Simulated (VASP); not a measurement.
Cd3HgTe4: single point with PBE

Crystal: Cd3HgTe4.

```xyz
8
Lattice="-3.2806 3.2806 6.5620 3.2806 -3.2806 6.5620 3.2806 3.2806 -6.5620" Properties=species:S:1:pos:R:3 pbc="T T T"
Cd    0.0000    3.2806    3.2810
Cd    0.0000    0.0000    6.5620
Cd    3.2806    0.0000    3.2810
Te    1.6361   -1.6361    4.9171
Te    1.6361    1.6361    8.2069
Te   -1.6361    1.6361    4.9171
Te    1.6444    1.6444    1.6449
Hg    0.0000    0.0000    0.0000
```

```yaml
Program: VASP 6.6.1
Task: single point
Functional: PBE
Potentials_or_basis: VASP PAW PBE potentials, release 64 (Cd, Te, Hg)
Cutoff: 520 eV
k_mesh: 6 × 6 × 6
Occupations: gaussian, width 0.01 eV
Spin: no spin polarisation
```

* Pressure: 1.2 GPa
* Largest force: 0.017 eV/Å
* Band gap on the k mesh: 0.28 eV

Forces on the atoms (eV/Å):
```
Cd   0.000  0.000  0.000
Cd   0.000  0.000  0.000
Cd   0.000  0.000  0.000
Te  -0.010  0.010 -0.010
Te  -0.010 -0.010  0.010
Te   0.010 -0.010 -0.010
Te   0.010  0.010  0.010
Hg   0.000  0.000  0.000
```

Levels at points of the mesh, in eV from the valence-band top:
```tsv
k point	band 34	band 35	band 36	band 37	band 38	band 39
(0.00, 0.00, 0.00)	0.00	0.00	0.00	0.28	2.43	2.67
(0.50, 0.00, 0.00)	-1.40	-0.86	-0.75	2.39	2.91	3.38
(0.50, 0.50, 0.00)	-0.74	-0.71	-0.70	1.22	1.71	2.76
(0.50, 0.50, 0.50)	-1.12	-0.99	-0.99	1.96	2.67	2.67
```

Run time: 5.6 min on 1 thread of Intel(R) Xeon(R) 6975P-C (Granite Rapids) (shared host), peak memory 0.71 GiB.

Caveat: spin-orbit coupling is left out, which moves the levels of the heavy elements.
